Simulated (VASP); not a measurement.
Set up this calculation in VASP 6.6.1, as the native input.

```yaml
Task: single point
Functional: PBE
Potentials_or_basis: VASP PAW PBE potentials, release 64 (Mg, S)
Cutoff: 600 eV
k_mesh: 2 × 2 × 2
Occupations: gaussian, width 0.01 eV
Spin: no spin polarisation
Dipole_correction: no
Further_INCAR_settings: ALGO = Normal; EDIFF = 1e-06; NBANDS = 11
```

The structure of MgS lies in POSCAR:

```
MgS
1.0
    0.0000000000      2.5800000000      2.5800000000
    2.5800000000      0.0000000000      2.5800000000
    2.5800000000      2.5800000000      0.0000000000
Mg S
1 1
Direct
    0.0000000000      0.0000000000      0.0000000000
    0.4910417800      0.5344140300      0.4419254800
```

One way to write it, as run:

INCAR

```
SYSTEM = MgS
PREC = Accurate
ENCUT = 600
EDIFF = 1E-6
ISMEAR = 0
SIGMA = 0.01
LREAL = .FALSE.
LASPH = .TRUE.
NELM = 120
ALGO = Normal
ISIF = 2
LWAVE = .FALSE.
LCHARG = .TRUE.
GGA = PE
LELF = .TRUE.
LVHAR = .TRUE.
NBANDS = 11
GGA_COMPAT = .FALSE.
```

KPOINTS

```
Automatic mesh
0
G
  2 2 2
  0 0 0
```

Potentials or basis: VASP PAW PBE potentials, release 64 (Mg, S).

Command:

```sh
$ cat potpaw_PBE.64/Mg/POTCAR potpaw_PBE.64/S/POTCAR > POTCAR
$ mpirun -np 1 vasp_std > vasp.out
```

Results of the run:

The pressure is 11.7 GPa and the largest force is 0.545 eV/Å. The band gap on the k mesh is 2.49 eV, indirect (least direct gap 3.75 eV).

Caveat: the k points lie up to 1.05 Å⁻¹ apart.

It took 7.4 s on 1 thread of Intel(R) Xeon(R) Platinum 8259CL CPU @ 2.50GHz (Skylake/Cascade Lake), with other jobs on the host, peak memory 0.16 GiB.
